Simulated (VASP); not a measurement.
# AlN (P2_1) in VASP: a series of runs, part 2 of 2

VASP 6.6.1.

## Step 3: Single point, LDA (mode 4 frozen in at -0.086 Å and mode 5 at +0.086 Å (largest displacements))

The input, INCAR:

```
PREC = Accurate ; ENCUT = 520
EDIFF = 1E-6 ; ISMEAR = 0
SIGMA = 0.05 ; LREAL = False
LASPH = True ; NELM = 100
ALGO = Normal ; ISIF = 2
LWAVE = False ; LCHARG = True
GGA = CA ; LELF = True
LVHAR = True ; NBANDS = 16
```

The input, KPOINTS:

```
Automatic mesh
0
Gamma
  9 9 6
```

The input, POSCAR:

```
AlN
1.0
    3.0887424016      0.0000000000      0.0000000000
   -1.5443712008      2.6749293856      0.0000000000
    0.0000000000      0.0000000000      4.9437688231
Al N
2 2
Direct
    0.3215654770      0.6988170481      0.0015212672
    0.6784345230      0.3011829519      0.5015212672
    0.3438341710      0.6379778447      0.3834787328
    0.6561658290      0.3620221553      0.8834787328
```

Potentials or basis: VASP PAW LDA potentials, release 64 (Al, N).

The run is started by

```console
$ cat potpaw_LDA.64/Al/POTCAR potpaw_LDA.64/N/POTCAR > POTCAR
$ mpirun -np 1 vasp_std > vasp.out
```

OUTCAR:

```text
PREC = Accurate
   ENCUT = 520
   EDIFF = 1E-6
   ISMEAR = 0
   LREAL = False
   LASPH = True
   NELM = 100
   ISIF = 2
   GGA = CA

 ion  position               nearest neighbor table
   1  0.322  0.699  0.002-   4 1.87   4 1.87   4 1.89   3 1.90   2 2.96   2 2.96   2 3.02   2 3.02
                             2 3.19   2 3.19
   2  0.678  0.301  0.502-   3 1.87   3 1.87   3 1.89   4 1.90   1 2.96   1 2.96   1 3.02   1 3.02
                             1 3.19   1 3.19
   3  0.344  0.638  0.383-   2 1.87   2 1.87   2 1.89   1 1.90
   4  0.656  0.362  0.883-   1 1.87   1 1.87   1 1.89   2 1.90

  LATTYP: Found a hexagonal cell.
 ALAT       =     3.0887424016
 C/A-ratio  =     1.6005766038

  Lattice vectors:

 A1 = (   3.0887424016,   0.0000000000,   0.0000000000)
 A2 = (  -1.5443712008,   2.6749293856,   0.0000000000)
 A3 = (   0.0000000000,   0.0000000000,   4.9437688231)

Analysis of symmetry for initial positions (statically):
=====================================================================
 Subroutine PRICEL returns:
 Original cell was already a primitive cell.

 Routine SETGRP: Setting up the symmetry group for a
 hexagonal supercell.

 Subroutine GETGRP returns: Found  2 space group operations
 (whereof  1 operations were pure point group operations)
 out of a pool of 24 trial point group operations.

The static configuration has the point symmetry C_1 .
 The point group associated with its full space group is C_2 .

Analysis of symmetry for dynamics (positions and initial velocities):
=====================================================================
 Subroutine PRICEL returns:
 Original cell was already a primitive cell.

 Routine SETGRP: Setting up the symmetry group for a
 hexagonal supercell.

 Subroutine GETGRP returns: Found  2 space group operations
 (whereof  1 operations were pure point group operations)
[... 120 lines left out ...]
   EMIN   =  10.00;   EMAX   =-10.00  energy-range for DOS
   EFERMI =   0.00;   METHOD = LEGACY
   ISMEAR =     0;   SIGMA  =   0.05  broadening in eV -4-tet -1-fermi 0-gaus
   EFERMI_NEDOS =   21; number of points for ismear=-14 and -15
   IALGO  =     38    algorithm
   IMIX   =      4    mixing-type and parameters
     AMIX     =   0.40;   BMIX     =  1.00
     AMIX_MAG =   1.60;   BMIX_MAG =  1.00
  volume/ion in A,a.u.               =      10.21        68.91
  Fermi-wavevector in a.u.,A,eV,Ry     =   1.197836  2.263582 19.521797  1.434812
  Thomas-Fermi vector in A             =   2.333741
   LORBIT       =      0    0 simple, 1 ext, 2 COOP (PROOUT), +10 PAW based schemes
   GGA     = CA    functional components
   LHFCALC =     F    Hartree Fock is set to
   AEXX    =    0.0000 exact exchange contribution
   IVDW    =     0    specifies the selected vdW correction
   LEPSILON=     F    determine dielectric tensor
   LRPA    =     F    only Hartree local field effects (RPA)
 non-spin polarized calculation
 Gauss-broadening in eV      SIGMA  =   0.05
  energy-cutoff  :      520.00
  volume of cell :       40.85
 maximum number of plane-waves:      1118
   NGX = 11   NGY = 11   NGZ = 19

 number of electron      16.0000000 magnetization

 Free energy of the ion-electron system (eV)
  ---------------------------------------------------
  ext. energy  EPLUGINS =         0.00000000
  ---------------------------------------------------
  free energy    TOTEN  =       -32.72484271 eV

  energy without entropy =      -32.72484271  energy(sigma->0) =      -32.72484271

 E-fermi :   6.4451     XC(G=0): -11.3493

 val. band max:        6.2166772870   @ k =   0.0000   0.0000   0.0000
 cond. band min:      10.4646344616   @ k =   0.0000   0.0000   0.0000
 fundamental gap:      4.2479571746
 Fermi energy:         6.4451075773

 k-point     1 :       0.0000    0.0000    0.0000
  band No.  band energies     occupation
      1      -9.0447      2.00000
      2      -6.7427      2.00000
      3      -0.0190      2.00000
      4       5.1843      2.00000
      5       5.3100      2.00000
      6       5.7098      2.00000
[... 433 lines left out ...]
      3       0.9034      2.00000
      4       2.1271      2.00000
      5       2.3775      2.00000
      6       3.7134      2.00000
[... 8 lines left out ...]
     15      18.8968      0.00000
     16      20.7090      0.00000

 [... further k-points ...]
[... 5 lines left out ...]
  --------------------------------------------------------------------------------------
  -------------------------------------------------------------------------------------
  Total        0.0706897     -0.0821747      0.1328054      0.1187382      0.0000000      0.0000000
  in kB        2.7727730     -3.2232686      5.2092381      4.6574564      0.0000000      0.0000000
  external PRESSURE =       1.5862475 kB  Pullay stress =       0.0000000 kB

 VOLUME and BASIS-vectors are now :
 -----------------------------------------------------------------------------
  energy-cutoff  :      520.00
  volume of cell :       40.85
      direct lattice vectors                 reciprocal lattice vectors
     3.088742402  0.000000000  0.000000000     0.323756361  0.186920822  0.000000000
    -1.544371201  2.674929386  0.000000000     0.000000000  0.373841644  0.000000000
     0.000000000  0.000000000  4.943768823     0.000000000  0.000000000  0.202274830

 POSITION                                       TOTAL-FORCE (eV/Angst)
 -----------------------------------------------------------------------------------
     -0.08600      1.86929      0.00752         0.419768     -0.489358      0.104393
      1.63037      0.80564      2.47941        -0.419768      0.489358      0.104393
      0.07674      1.70655      1.89583        -0.255599      0.225444     -0.104393
      1.46763      0.96838      4.36771         0.255599     -0.225444     -0.104393
 -----------------------------------------------------------------------------------
    total drift:                               -0.000000     -0.000000     -0.000596

  FREE ENERGIE OF THE ION-ELECTRON SYSTEM (eV)
  ---------------------------------------------------
  free  energy   TOTEN  =       -32.7248427086 eV

  energy  without entropy=      -32.7248427086  energy(sigma->0) =      -32.72484271
```

OSZICAR:

```text
N       E                     dE             d eps       ncg     rms          rms(c)
DAV:   1     0.364999435617E+02    0.36500E+02   -0.73299E+03  5256   0.895E+02
DAV:   2    -0.347382480466E+02   -0.71238E+02   -0.65642E+02  7336   0.177E+02
DAV:   3    -0.378257604345E+02   -0.30875E+01   -0.30795E+01  6600   0.377E+01
DAV:   4    -0.378410210451E+02   -0.15261E-01   -0.15260E-01  6544   0.320E+00
DAV:   5    -0.378411717399E+02   -0.15069E-03   -0.15069E-03  6632   0.310E-01    0.123E+01
DAV:   6    -0.328413352463E+02    0.49998E+01   -0.11458E+01  5528   0.240E+01    0.437E+00
DAV:   7    -0.327863483621E+02    0.54987E-01   -0.51127E-01  6640   0.470E+00    0.283E+00
DAV:   8    -0.327275714269E+02    0.58777E-01   -0.69283E-02  5632   0.220E+00    0.342E-01
DAV:   9    -0.327247453642E+02    0.28261E-02   -0.55695E-03  6912   0.535E-01    0.219E-01
DAV:  10    -0.327248910739E+02   -0.14571E-03   -0.57480E-04  5960   0.153E-01    0.109E-01
DAV:  11    -0.327248429719E+02    0.48102E-04   -0.87705E-05  6368   0.694E-02    0.182E-02
DAV:  12    -0.327248427086E+02    0.26332E-06   -0.12878E-06  5192   0.883E-03
   1 F= -.32724843E+02 E0= -.32724843E+02  d E =-.500150E-13
```

stdout:

```text
POSCAR found type information on POSCAR AlN
 POSCAR found :  2 types and       4 ions
 scaLAPACK will be used
 LDA part: xc-table for (Slater(with rela. corr.)+CA(PZ))
 , standard interpolation
 POSCAR, INCAR and KPOINTS ok, starting setup
 FFT: planning ... GRIDC
 FFT: planning ... GRID_SOFT
 FFT: planning ... GRID
 WAVECAR not read
 entering main loop
```

It took 49 s on 1 thread of Intel Xeon Platinum 8488C (Sapphire Rapids), shared host; peak memory 0.2 GiB.

What came out:

```yaml
Free_energy: -32.7248 eV
Pressure: 0.2 GPa
Largest_force: 0.653 eV/Å
Band_gap_on_the_k_mesh: 4.25 eV, direct
```

Forces in eV/Å, atoms in the order of the input:
```
Al   0.420 -0.489  0.104
Al  -0.420  0.489  0.104
N   -0.256  0.225 -0.104
N    0.256 -0.225 -0.104
```

Caveat: the cell differs from its parent crystal (mode 4 frozen in at -0.086 Å and mode 5 at +0.086 Å (largest displacements)). A k mesh can miss the band edges.
